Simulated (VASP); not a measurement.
# Ag in VASP: single point with PBEsol

Aim: the single point of Ag with PBEsol.

All numbers are computed with VASP 6.6.1; they aren't measurements. Logs are shortened: lines on timing, memory, paths and dates and some standing lists are left out, and cuts for length are marked.

## (1) The cell of the first run

The typed cell holds 1 atom: a = 2.866 Å, b = 2.867 Å, c = 2.866 Å, α = 59.99°, β = 60.00°, γ = 60.00°.

## (2) Single point, PBEsol

Input file INCAR:

```
ALGO     = Fast           # electronic algorithm
EDIFF    = 1E-7           # SCF threshold, eV
ENCUT    = 520            # plane-wave cutoff, eV
GGA      = PS             # functional
ISIF     = 2              # what is computed and relaxed
ISMEAR   = 0              # smearing method
LASPH    = True           # aspherical terms in the spheres
LCHARG   = True           # write CHGCAR
LELF     = True           # ELF
LREAL    = False          # projectors in reciprocal space
LVHAR    = True         
LWAVE    = False          # write WAVECAR
NBANDS   = 12             # bands
NELM     = 60             # most SCF steps
PREC     = Accurate       # precision mode
SIGMA    = 0.15           # smearing width, eV
```

Input file KPOINTS:

```
k-points
0
Gamma
  14 14 14
```

Input file POSCAR:

```
Ag
1.0
    0.0001096390      2.0265614219      2.0267818363
    2.0270316043      0.0000085681      2.0268875223
    2.0269519878      2.0265852841      0.0000684471
Ag
1
Direct
    0.0000000000      0.0000000000      0.0000000000
```

Potentials or basis: VASP PAW PBE potentials, release 64 (Ag).

Run with:

```sh
$ cat potpaw_PBE.64/Ag/POTCAR > POTCAR
$ mpirun -np 1 vasp_std > vasp.out
```

OUTCAR:

```text
EDIFF = 1E-7
   ENCUT = 520
   GGA = PS
   ISIF = 2
   ISMEAR = 0
   LASPH = True
   LREAL = False
   NELM = 60
   PREC = Accurate

 ion  position               nearest neighbor table
   1  0.000  0.000  0.000-

  LATTYP: Found a base centered monoclinic cell.
 ALAT       =     9.0645743384
 B/A-ratio  =     0.4471404819
 C/A-ratio  =     0.3162369902
 COS(beta)  =    -0.9486896724

  Lattice vectors:

 A1 = (  -2.0271412433,  -2.0265699900,  -4.0536693586)
 A2 = (  -2.0271112208,   2.0265681479,  -4.0537065975)
 A3 = (   2.0270316043,   0.0000085681,   2.0268875223)

Analysis of symmetry for initial positions (statically):
=====================================================================
 Subroutine PRICEL returns:
 Original cell was already a primitive cell.

 Routine SETGRP: Setting up the symmetry group for a
 base centered monoclinic supercell.

 Subroutine GETGRP returns: Found  4 space group operations
 (whereof  4 operations were pure point group operations)
 out of a pool of  4 trial point group operations.

The static configuration has the point symmetry C_2h.

Analysis of symmetry for dynamics (positions and initial velocities):
=====================================================================
 Subroutine PRICEL returns:
 Original cell was already a primitive cell.

 Routine SETGRP: Setting up the symmetry group for a
 base centered monoclinic supercell.

 Subroutine GETGRP returns: Found  4 space group operations
 (whereof  4 operations were pure point group operations)
 out of a pool of  4 trial point group operations.

The dynamic configuration has the point symmetry C_2h.

 Subroutine INISYM returns: Found  4 space group operations
 (whereof  4 operations are pure point group operations),
 and found     1 'primitive' translations

----------------------------------------------------------------------------------------

                                     Primitive cell

  volume of cell :      16.6511

  direct lattice vectors                    reciprocal lattice vectors
     0.000109639  2.026561422  2.026781836    -0.246690196  0.246726502  0.246706689
     2.027031604  0.000008568  2.026887522     0.246669003 -0.246721968  0.246681794
     2.026951988  2.026585284  0.000068447     0.246686249  0.246718314 -0.246704827

  length of vectors
     2.866146511  2.866553707  2.866283705     0.427310438  0.427281212  0.427302356

  position of ions in fractional coordinates (direct lattice)
     0.000000000  0.000000000  0.000000000

  ion indices of the primitive-cell ions
[... 84 lines left out ...]
   PSTRESS=    0.0 pullay stress
   NELECT =      11.0000    total number of electrons
   NUPDOWN=      -1.0000    fix difference up-down
   EMIN   =  10.00;   EMAX   =-10.00  energy-range for DOS
   EFERMI =   0.00;   METHOD = LEGACY
   ISMEAR =     0;   SIGMA  =   0.15  broadening in eV -4-tet -1-fermi 0-gaus
   EFERMI_NEDOS =   21; number of points for ismear=-14 and -15
   IALGO  =     68    algorithm
   IMIX   =      4    mixing-type and parameters
     AMIX     =   0.40;   BMIX     =  1.00
     AMIX_MAG =   1.60;   BMIX_MAG =  1.00
  volume/ion in A,a.u.               =      16.65       112.37
  Fermi-wavevector in a.u.,A,eV,Ry     =   1.425799  2.694369 27.659305  2.032902
  Thomas-Fermi vector in A             =   2.546144
   LORBIT       =      0    0 simple, 1 ext, 2 COOP (PROOUT), +10 PAW based schemes
   GGA     = PS    functional components
   LHFCALC =     F    Hartree Fock is set to
   AEXX    =    0.0000 exact exchange contribution
   IVDW    =     0    specifies the selected vdW correction
   LEPSILON=     F    determine dielectric tensor
   LRPA    =     F    only Hartree local field effects (RPA)
 non-spin polarized calculation
 RMM-DIIS sequential band-by-band and
 Gauss-broadening in eV      SIGMA  =   0.15
  energy-cutoff  :      520.00
  volume of cell :       16.65
 maximum number of plane-waves:       464
 NGX is ok and might be reduce to    24
   NGX = 11   NGY = 11   NGZ = 11

 number of electron      10.9999991 magnetization

 Free energy of the ion-electron system (eV)
  ---------------------------------------------------
  ext. energy  EPLUGINS =         0.00000000
  ---------------------------------------------------
  free energy    TOTEN  =        -3.31020698 eV

  energy without entropy =       -3.30745105  energy(sigma->0) =       -3.30882902

 E-fermi :   8.4659     XC(G=0): -12.5544

 val. band max:        8.3761009632   @ k =   0.5000  -0.0000   0.0714
 cond. band min:       8.5430979253   @ k =   0.0714   0.5000   0.2143
 fundamental gap:      0.1669969622
 Fermi energy:         8.4658755968

 k-point     1 :       0.0000    0.0000    0.0000
  band No.  band energies     occupation
      1       0.5572      2.00000
      2       3.7049      2.00000
      3       3.7056      2.00000
      4       3.7062      2.00000
      5       4.7968      2.00000
      6       4.7979      2.00000
      7      24.5994      0.00000
      8      28.3106      0.00000
      9      28.3136      0.00000
     10      28.3145      0.00000
     11      33.1928      0.00000
     12      34.4753      0.00000
[... 331 lines left out ...]
 k-point    24 :       0.0714    0.1429   -0.0000
  band No.  band energies     occupation
      1       1.1338      2.00000
      2       3.5199      2.00000
      3       3.8919      2.00000
      4       3.8937      2.00000
      5       4.6314      2.00000
      6       4.8677      2.00000
      7      24.4660      0.00000
      8      25.7789      0.00000
      9      27.3657      0.00000
     10      28.4026      0.00000
     11      32.4966      0.00000
     12      33.7918      0.00000

 [... further k-points ...]

------------------------ aborting loop because EDIFF is reached ----------------------------------------

  FORCE on cell =-STRESS in cart. coord.  units (eV):
  Direction    XX          YY          ZZ          XY          YZ          ZX
  --------------------------------------------------------------------------------------
  -------------------------------------------------------------------------------------
  Total       -0.0265254     -0.0256260     -0.0261808     -0.0000004      0.0000003     -0.0004873
  in kB       -2.5522858     -2.4657511     -2.5191342     -0.0000385      0.0000318     -0.0468842
  external PRESSURE =      -2.5123904 kB  Pullay stress =       0.0000000 kB

 VOLUME and BASIS-vectors are now :
 -----------------------------------------------------------------------------
  energy-cutoff  :      520.00
  volume of cell :       16.65
      direct lattice vectors                 reciprocal lattice vectors
     0.000109639  2.026561422  2.026781836    -0.246690196  0.246726502  0.246706689
     2.027031604  0.000008568  2.026887522     0.246669003 -0.246721968  0.246681794
     2.026951988  2.026585284  0.000068447     0.246686249  0.246718314 -0.246704827

 POSITION                                       TOTAL-FORCE (eV/Angst)
 -----------------------------------------------------------------------------------
      0.00000      0.00000      0.00000         0.000000      0.000000     -0.000000
 -----------------------------------------------------------------------------------
    total drift:                               -0.000000      0.000000     -0.000000

  FREE ENERGIE OF THE ION-ELECTRON SYSTEM (eV)
  ---------------------------------------------------
  free  energy   TOTEN  =        -3.3102069841 eV

  energy  without entropy=       -3.3074510499  energy(sigma->0) =       -3.30882902
```

Wall time 4.7 min (1 thread of AMD EPYC 7R13, shared host); peak memory 0.23 GiB.

What came out:

| Item | Value |
| --- | --- |
| Free energy | -3.3102 eV |
| Pressure | -0.3 GPa |

Caveat: the cell differs from its parent crystal (cell sheared at random, sigma 0.06, atoms nudged by 0.01 Å, then relaxed in part); the PAW data sets were made with another functional, which shifts forces and pressure a little.
